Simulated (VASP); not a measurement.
**ZnHgO2: single point with r2SCAN**

Crystal: ZnHgO2.

```
Zn O Hg
1.0
     3.32639    0.00000    0.00000
     0.00000    3.32639    0.00000
     0.00000    0.00000    5.19307
Zn O Hg
1 2 1
Direct
  0.00000 0.00000 0.00000
  0.00000 0.50000 0.20343
  0.50000 0.00000 0.79657
  0.50000 0.50000 0.50000
```

```yaml
Program: VASP 6.6.1
Task: single point
Functional: r2SCAN
Potentials_or_basis: VASP PAW PBE potentials, release 64 (Zn, O, Hg)
Cutoff: 520 eV
k_mesh: 8 × 8 × 6
Occupations: fermi-dirac, width 0.02 eV
Spin: no spin polarisation
Dipole_correction: no
Further_INCAR_settings: ALGO = Normal; EDIFF = 1e-06; NBANDS = 26
```

| Property | Result |
| --- | --- |
| Pressure | 1.3 GPa |
| Largest force | 0.064 eV/Å |
| Band gap on the k mesh | zero (filled and empty bands touch) |

Forces on the atoms (eV/Å):
```
Zn   0.000  0.000  0.000
O    0.000  0.000 -0.064
O    0.000  0.000  0.064
Hg   0.000  0.000  0.000
```

Stress tensor (GPa, compression positive):
```
1.23 0.00 0.00
0.00 1.23 0.00
0.00 0.00 1.51
```

Levels at points of the mesh, in eV from the Fermi level:
| k point | band 16 | band 17 | band 18 | band 19 | band 20 | band 21 |
| --- | --- | --- | --- | --- | --- | --- |
| (0.00, 0.00, 0.00) | -0.70 | -0.50 | -0.01 | -0.01 | 5.75 | 7.35 |
| (0.50, 0.00, 0.00) | -1.74 | -1.04 | -0.58 | 3.43 | 4.83 | 8.16 |
| (0.50, 0.50, 0.00) | -2.29 | -1.99 | -1.99 | 5.24 | 5.27 | 5.27 |
| (0.00, 0.00, 0.50) | -1.26 | -0.76 | -0.76 | 1.91 | 3.48 | 8.83 |
| (0.50, 0.00, 0.50) | -1.09 | -0.61 | -0.58 | 2.79 | 4.40 | 7.52 |
| (0.50, 0.50, 0.50) | -2.60 | -2.20 | -1.89 | 5.43 | 6.90 | 6.90 |

Wall time 3.1 min on 1 thread of AMD EPYC 9R45 96-Core Processor (Zen 5), with other jobs on the host, peak memory 0.21 GiB.

Caveat: the PAW data sets were made with another functional, which shifts forces and pressure a little; spin-orbit coupling is left out, which moves the levels of the heavy elements.
